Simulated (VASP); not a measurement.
# As in VASP: single point with PBEsol+D3(BJ)

Aim: the single point of As with PBEsol+D3(BJ).

All numbers are computed with VASP 6.6.1; they aren't measurements. Logs are shortened: lines on timing, memory, paths and dates and some standing lists are left out, and cuts for length are marked.

## Step 1: The cell of the first run

The cell holds a slab with vacuum, 2 atoms: a = 3.484 Å, b = 3.484 Å, c = 23.240 Å, α = 90.00°, β = 90.00°, γ = 120.00°.

## Step 2: Single point, PBEsol+D3(BJ)

File INCAR:

```
ALGO = Normal ; DIPOL = 0.5 0.5 0.639
EDIFF = 1E-6 ; ENCUT = 400
GGA = PS ; GGA_COMPAT = F
IDIPOL = 3 ; ISIF = 2
ISMEAR = 0 ; IVDW = 12
LASPH = T ; LCHARG = F
LDIPOL = T ; LREAL = F
LWAVE = F ; NBANDS = 12
NELM = 120 ; NELMDL = -8
PREC = Accurate ; SIGMA = 0.04
```

File KPOINTS:

```
k-points
0
Gamma
  12 12 1
```

File POSCAR:

```
As
1.0
    3.4842955108      0.0000000000      0.0000000000
   -1.7421477554      3.0174884267      0.0000000000
    0.0000000000      0.0000000000     23.2400000000
As
2
Direct
    0.3333333333      0.6666666667      0.6088855250
    0.6666666667      0.3333333333      0.6694752303
```

Potentials or basis: VASP PAW PBE potentials, release 64 (As).

The run is started by

```bash
> cat potpaw_PBE.64/As/POTCAR > POTCAR
> mpirun -np 1 vasp_std > vasp.out
```

OUTCAR:

```text
EDIFF = 1E-6
   ENCUT = 400
   GGA = PS
   ISIF = 2
   ISMEAR = 0
   IVDW = 12
   LASPH = T
   LREAL = F
   NELM = 120
   NELMDL = -8
   PREC = Accurate
 IVDW          = 12

 ion  position               nearest neighbor table
   1  0.333  0.667  0.609-   2 2.46   2 2.46   2 2.46
   2  0.667  0.333  0.669-   1 2.46   1 2.46   1 2.46

  LATTYP: Found a hexagonal cell.
 ALAT       =     3.4842955108
 C/A-ratio  =     6.6699279461

  Lattice vectors:

 A1 = (   3.4842955108,   0.0000000000,   0.0000000000)
 A2 = (  -1.7421477554,   3.0174884267,   0.0000000000)
 A3 = (   0.0000000000,   0.0000000000,  23.2400000000)

Analysis of symmetry for initial positions (statically):
=====================================================================
 Subroutine PRICEL returns:
 Original cell was already a primitive cell.

 Routine SETGRP: Setting up the symmetry group for a
 hexagonal supercell.

 Subroutine GETGRP returns: Found 12 space group operations
 (whereof  6 operations were pure point group operations)
 out of a pool of 24 trial point group operations.

The static configuration has the point symmetry C_3v.
 The point group associated with its full space group is D_3d.

Analysis of symmetry for dynamics (positions and initial velocities):
=====================================================================
 Subroutine PRICEL returns:
 Original cell was already a primitive cell.

 Routine SETGRP: Setting up the symmetry group for a
 hexagonal supercell.

 Subroutine GETGRP returns: Found 12 space group operations
 (whereof  6 operations were pure point group operations)
 out of a pool of 24 trial point group operations.

The dynamic configuration has the point symmetry C_3v.
 The point group associated with its full space group is D_3d.

 Subroutine INISYM returns: Found 12 space group operations
 (whereof  6 operations are pure point group operations),
 and found     1 'primitive' translations

----------------------------------------------------------------------------------------

                                     Primitive cell

  volume of cell :     244.3412

  direct lattice vectors                    reciprocal lattice vectors
     3.484295511  0.000000000  0.000000000     0.287002063  0.165700718  0.000000000
    -1.742147755  3.017488427  0.000000000     0.000000000  0.331401437  0.000000000
     0.000000000  0.000000000 23.240000000     0.000000000  0.000000000  0.043029260

  length of vectors
     3.484295511  3.484295511 23.240000000     0.331401437  0.331401437  0.043029260

  position of ions in fractional coordinates (direct lattice)
     0.333333333  0.666666667  0.608885525
     0.666666667  0.333333333  0.669475230

  ion indices of the primitive-cell ions
   primitive index   ion index
                 1           1
                 2           2

----------------------------------------------------------------------------------------

 KPOINTS: k-points

Automatic generation of k-mesh.
 Grid dimensions read from file:
 generate k-points for:   12   12    1

 Generating k-lattice:

  Cartesian coordinates                     Fractional coordinates (reciprocal lattice)
     0.023916839  0.013808393  0.000000000     0.083333333 -0.000000000  0.000000000
     0.000000000  0.027616786  0.000000000     0.000000000  0.083333333  0.000000000
     0.000000000  0.000000000  0.043029260     0.000000000  0.000000000  1.000000000

  Length of vectors
     0.027616786  0.027616786  0.043029260

  Shift w.r.t. Gamma in fractional coordinates (k-lattice)
     0.000000000  0.000000000  0.000000000

 Subroutine IBZKPT returns following result:
 ===========================================

 Found     19 irreducible k-points:

 Following reciprocal coordinates:
            Coordinates               Weight
  0.000000  0.000000  0.000000      1.000000
  0.083333 -0.000000  0.000000      6.000000
  0.166667 -0.000000  0.000000      6.000000
  0.250000  0.000000  0.000000      6.000000
  0.333333 -0.000000  0.000000      6.000000
  0.416667 -0.000000  0.000000      6.000000
[... 11 lines left out ...]
  0.333333  0.250000  0.000000     12.000000
  0.333333  0.333333  0.000000      2.000000
   k-points           NKPTS =     19   k-points in BZ     NKDIM =     19   number of bands    NBANDS=     12
   number of dos      NEDOS =    301   number of ions     NIONS =      2
   total plane-waves  NPLWV =  92160
   dimension x,y,z NGX =    24 NGY =   24 NGZ =  160
   dimension x,y,z NGXF=    48 NGYF=   48 NGZF=  320
   ions per type =               2
   NGX,Y,Z   is equivalent  to a cutoff of  11.45, 11.45, 11.45 a.u.
   NGXF,Y,Z  is equivalent  to a cutoff of  22.90, 22.90, 22.89 a.u.
 SYSTEM =  unknown system
   PREC   = accura    normal or accurate (medium, high low for compatibility)
   ISTART =      0    job   : 0-new  1-cont  2-samecut
   ICHARG =      2    charge: 1-file 2-atom 10-const
   ISPIN  =      1    spin polarized calculation?
   LNONCOLLINEAR =      F non collinear calculations
   LSORBIT =      F    spin-orbit coupling
   LASPH  =      T    aspherical Exc in radial PAW
   ENCUT  =  400.0 eV  29.40 Ry    5.42 a.u.   5.68  5.68 37.90*2*pi/ulx,y,z
   NELM   =    120;   NELMIN=  2; NELMDL= -8     # of ELM steps
   EDIFF  = 0.1E-05   stopping-criterion for ELM
   LREAL  =      F    real-space projection
   EDIFFG = 0.1E-04   stopping-criterion for IOM
   NSW    =      0    number of steps for IOM
   IBRION =     -1    ionic relax: 0-MD 1-quasi-New 2-CG
   NFREE  =      0    steps in history (QN), initial steepest desc. (CG)
   ISIF   =      2    stress and relaxation
   ISYM   =      2    0-nonsym 1-usesym 2-fastsym
   POTIM  = 0.5000    time-step for ionic-motion
   TEBEG  =    0.0;   TEEND  =   0.0 temperature during run
   PSTRESS=    0.0 pullay stress
   NELECT =      10.0000    total number of electrons
   NUPDOWN=      -1.0000    fix difference up-down
   EMIN   =  10.00;   EMAX   =-10.00  energy-range for DOS
   EFERMI =   0.00;   METHOD = LEGACY
   ISMEAR =     0;   SIGMA  =   0.04  broadening in eV -4-tet -1-fermi 0-gaus
   EFERMI_NEDOS =   21; number of points for ismear=-14 and -15
   IALGO  =     38    algorithm
   IMIX   =      4    mixing-type and parameters
     AMIX     =   0.40;   BMIX     =  1.00
     AMIX_MAG =   1.60;   BMIX_MAG =  1.00
  volume/ion in A,a.u.               =     122.17       824.45
  Fermi-wavevector in a.u.,A,eV,Ry     =   0.564169  1.066125  4.330554  0.318287
  Thomas-Fermi vector in A             =   1.601616
   LORBIT       =      0    0 simple, 1 ext, 2 COOP (PROOUT), +10 PAW based schemes
   GGA     = PS    functional components
   LHFCALC =     F    Hartree Fock is set to
   AEXX    =    0.0000 exact exchange contribution
   IVDW    =    12    specifies the selected vdW correction
   LEPSILON=     F    determine dielectric tensor
   LRPA    =     F    only Hartree local field effects (RPA)
 non-spin polarized calculation
 Gauss-broadening in eV      SIGMA  =   0.04
  energy-cutoff  :      400.00
  volume of cell :      244.34
 maximum number of plane-waves:      4469
 NGX is ok and might be reduce to    24
   NGX = 11   NGY = 11   NGZ = 75

 dipolmoment           0.000000      0.000000     -0.000000 electrons x Angstroem

 number of electron      10.0000002 magnetization

 dipolmoment           0.000000      0.000000      0.000002 electrons x Angstroem

 Free energy of the ion-electron system (eV)
  ---------------------------------------------------
  ext. energy  EPLUGINS =         0.00000000
  ---------------------------------------------------
  free energy    TOTEN  =        -9.99569048 eV

  energy without entropy =       -9.99569048  energy(sigma->0) =       -9.99569048

 E-fermi :  -3.1220     XC(G=0):  -2.3200

 val. band max:       -3.3647793783   @ k =   0.0000   0.0000   0.0000
 cond. band min:      -2.0867388334   @ k =   0.3333  -0.0000   0.0000
 fundamental gap:      1.2780405449
 Fermi energy:        -3.1220327134

 k-point     1 :       0.0000    0.0000    0.0000
  band No.  band energies     occupation
      1     -17.6694      2.00000
      2     -11.0435      2.00000
      3      -4.5070      2.00000
      4      -3.3648      2.00000
      5      -3.3648      2.00000
      6      -1.1317      0.00000
      7       0.1719      0.00000
      8       0.1719      0.00000
      9       1.2377      0.00000
     10       1.4846      0.00000
     11       2.0121      0.00000
     12       2.3788      0.00000

 k-point     2 :       0.0833   -0.0000    0.0000
  band No.  band energies     occupation
      1     -17.5677      2.00000
      2     -11.0053      2.00000
      3      -4.4458      2.00000
      4      -4.3608      2.00000
      5      -3.6069      2.00000
      6      -0.5974      0.00000
      7       0.1124      0.00000
      8       0.4091      0.00000
      9       1.4095      0.00000
     10       1.6018      0.00000
     11       2.1254      0.00000
     12       2.5017      0.00000

 k-point     3 :       0.1667   -0.0000    0.0000
  band No.  band energies     occupation
      1     -17.2651      2.00000
      2     -10.9360      2.00000
      3      -5.8890      2.00000
      4      -4.2956      2.00000
      5      -4.1325      2.00000
      6      -1.1864      0.00000
      7       0.8475      0.00000
      8       0.8494      0.00000
      9       1.7832      0.00000
     10       2.0001      0.00000
     11       2.4661      0.00000
     12       2.8449      0.00000
[... 211 lines left out ...]
 k-point    18 :       0.3333    0.2500    0.0000
  band No.  band energies     occupation
      1     -14.4087      2.00000
      2     -13.0660      2.00000
      3      -8.1175      2.00000
      4      -6.3216      2.00000
      5      -5.3209      2.00000
      6      -1.6254      0.00000
      7       0.4524      0.00000
      8       1.2362      0.00000
      9       4.3364      0.00000
     10       4.8372      0.00000
     11       5.1946      0.00000
     12       5.7886      0.00000

 k-point    19 :       0.3333    0.3333    0.0000
  band No.  band energies     occupation
      1     -13.7121      2.00000
      2     -13.7121      2.00000
      3      -8.3904      2.00000
      4      -5.7902      2.00000
      5      -5.7902      2.00000
      6      -1.9180      0.00000
      7       1.0048      0.00000
      8       1.0048      0.00000
      9       4.5037      0.00000
     10       5.7673      0.00000
     11       5.7673      0.00000
     12       6.4597      0.00000

------------------------ aborting loop because EDIFF is reached ----------------------------------------

 vacuum level on the upper side and lower side of the slab       (xc-potential included)        -0.008        -0.008

 Edisp (eV)   -0.33124

 E8    (eV) :    -0.2213

  FORCE on cell =-STRESS in cart. coord.  units (eV):
  Direction    XX          YY          ZZ          XY          YZ          ZX
  --------------------------------------------------------------------------------------
  -------------------------------------------------------------------------------------
  Total       0.55604     0.55604     0.11187     0.00000     0.00000     0.00000
  in kB       3.64602     3.64602     0.73354     0.00000     0.00000     0.00000
  external pressure =        2.68 kB  Pullay stress =        0.00 kB

 VOLUME and BASIS-vectors are now :
 -----------------------------------------------------------------------------
  energy-cutoff  :      400.00
  volume of cell :      244.34
      direct lattice vectors                 reciprocal lattice vectors
     3.484295511  0.000000000  0.000000000     0.287002063  0.165700718  0.000000000
    -1.742147755  3.017488427  0.000000000     0.000000000  0.331401437  0.000000000
     0.000000000  0.000000000 23.240000000     0.000000000  0.000000000  0.043029260

 POSITION                                       TOTAL-FORCE (eV/Angst)
 -----------------------------------------------------------------------------------
     -0.00000      2.01166     14.15050        -0.000000      0.000000     -0.086216
      1.74215      1.00583     15.55860         0.000000     -0.000000      0.086216
 -----------------------------------------------------------------------------------
    total drift:                               -0.000000      0.000000      0.000018

  FREE ENERGIE OF THE ION-ELECTRON SYSTEM (eV)
  ---------------------------------------------------
  free  energy   TOTEN  =       -10.3269276146 eV

  energy  without entropy=      -10.3269276146  energy(sigma->0) =      -10.32692761

 vacuum level on the upper side and lower side of the slab         1.699         1.699
```

Wall time 2.2 min (1 thread of AMD EPYC 7R43 (Zen 3), shared host); peak memory 0.22 GiB.

Results:

```
Free energy                : -10.3269 eV
Largest force              : 0.086 eV/Å
Band gap on the k mesh     : 1.28 eV, indirect (least direct gap 2.23 eV)
Dispersion energy per atom : -0.166 eV
```

Forces in eV/Å, atoms in the order of the input:
```
As   0.000  0.000 -0.086
As   0.000  0.000  0.086
```

Levels at points of the mesh, in eV from the valence-band top:
```tsv
k point	band 3	band 4	band 5	band 6	band 7	band 8
(0.00, 0.00, 0.00)	-1.14	0.00	0.00	2.23	3.54	3.54
(0.50, 0.00, 0.00)	-3.94	-2.13	-2.07	1.75	2.70	4.46
```

Caveat: the PAW data sets were made with another functional, which shifts forces and pressure a little.
